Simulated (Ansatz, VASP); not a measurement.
# Au3ClO: VASP beside Ansatz

INCAR

```
ALGO = Normal ; EDIFF = 1E-6
EDIFFG = -0.005 ; ENCUT = 600
GGA = PE ; IBRION = 2
ISIF = 3 ; ISMEAR = 0
LASPH = T ; LCHARG = F
LREAL = F ; LWAVE = F
NELM = 100 ; NSW = 100
PREC = Accurate ; SIGMA = 0.1
```

The input KPOINTS:

```
k-points
0
Gamma
  8 8 8
```

The input POSCAR:

```
Au3ClO
1.0
    4.5527548759      0.0000000000      0.0000000000
    0.0000000000      4.5527548759      0.0000000000
    0.0000000000      0.0000000000      4.5527548759
Au Cl O
3 1 1
Direct
    0.0000000000      0.5000000000      0.5000000000
    0.5000000000      0.0000000000      0.5000000000
    0.5000000000      0.5000000000      0.0000000000
    0.0000000000      0.0000000000      0.0000000000
    0.5000000000      0.5000000000      0.5000000000
```

Input for Ansatz:

```yaml
crystal:
  lattice:
    - [4.5527548685, 0.0, 0.0]
    - [0.0, 4.5527548685, 0.0]
    - [0.0, 0.0, 4.5527548685]
  atoms:
    - { symbol: Au, position: [0.0, 0.5, 0.5] }
    - { symbol: Au, position: [0.5, 0.0, 0.5] }
    - { symbol: Au, position: [0.5, 0.5, 0.0] }
    - { symbol: Cl, position: [0.0, 0.0, 0.0] }
    - { symbol: O, position: [0.5, 0.5, 0.5] }
basis:
  ecutwfc: 420
kpoints:
  mp_grid: { grid: [8, 8, 8] }
hamiltonian:
  xc: pbe
scf:
  occupations: { method: gaussian, width: 0.1 }
output:
  forces: true
  stress: true
  eigenvalues: true
relax:
  adjacent_minimum: "off"
  f_tol: 0.005
  max_steps: 80
  cell: { stress_tol: 0.05 }
```

Alike in both runs: task relaxation of cell and atoms; functional PBE; k mesh 8 × 8 × 8; occupations gaussian, width 0.1 eV; no spin polarisation.

|  | VASP | Ansatz |
| --- | --- | --- |
| version | VASP 6.6.1 | Ansatz 0.2.0 |
| potentials or method | VASP PAW PBE potentials, release 64 (Au, Cl, O), cutoff 600 eV | scalar-relativistic, plane waves, PAW |
| valence electrons in the cell | 46 | 70 |

|  | VASP | Ansatz | Ansatz less VASP |
| --- | --- | --- | --- |
| gap on the k mesh at the Fermi level, each at its own relaxed structure (eV) | none | none | - |
| relaxed volume (Å³/atom) | 18.85 | 18.87 | +0.025 |
| relaxed length of the cell vector where the two differ most in proportion (Å) | 4.551 | 4.553 | +0.0020 |

A gap of «none» marks a metal or a gap that the smearing closes. VASP's potentials hold 46 valence electrons a cell and Ansatz's 70, so a difference there can come from the potentials and not from the codes.

Spin-orbit coupling is off throughout.
